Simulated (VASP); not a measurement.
HfO2:

```xyz
6
Lattice="4.8135 0.0000 0.0000 0.0000 4.8135 0.0000 0.0000 0.0000 3.2054" Properties=species:S:1:pos:R:3 pbc="T T T"
Hf    0.0000    0.0000    0.0000
Hf    2.4068    2.4068    1.6027
O     0.9384    3.8751    1.6027
O     1.4683    1.4683    0.0000
O     3.3452    3.3452    0.0000
O     3.8751    0.9384    1.6027
```

* Program: VASP 6.6.1
* Task: relaxation of cell and atoms
* Functional: PBE
* Potentials or basis: VASP PAW PBE potentials, release 64 (Hf_pv, O)
* Cutoff: 600 eV
* k mesh: 4 × 4 × 6
* Occupations: gaussian, width 0.1 eV
* Spin: no spin polarisation

At the start: pressure 5.4 GPa; volume 12.38 Å³/atom.

Task: Where does the relaxation end?

Result: Over 5 steps the energy falls by 4.9 meV/atom and the volume is 12.67 Å³/atom (+2.4 %); space group P4_2/mnm (No. 136, to 0.1 Å) before and after.

Step by step:
```
step  energy change (eV)  largest force (eV/Å)  pressure (GPa)  volume (Å³)
   1              0.0000                0.0288            5.38        74.27
   2              0.0411                0.1834           -7.48        78.82
   3             -0.0283                0.0600           -0.11        76.00
   4             -0.0283                0.0578            0.11        75.96
   5             -0.0292                0.0133            0.09        76.05
```

Final structure:
```xyz
6
Lattice="4.8570 0.0000 0.0000 0.0000 4.8570 0.0000 0.0000 0.0000 3.2236" Properties=species:S:1:pos:R:3 pbc="T T T"
Hf    0.0000    0.0000    0.0000
Hf    2.4285    2.4285    1.6118
O     0.9456    3.9115    1.6118
O     1.4830    1.4830    0.0000
O     3.3741    3.3741    3.2236
O     3.9115    0.9456    1.6118
```
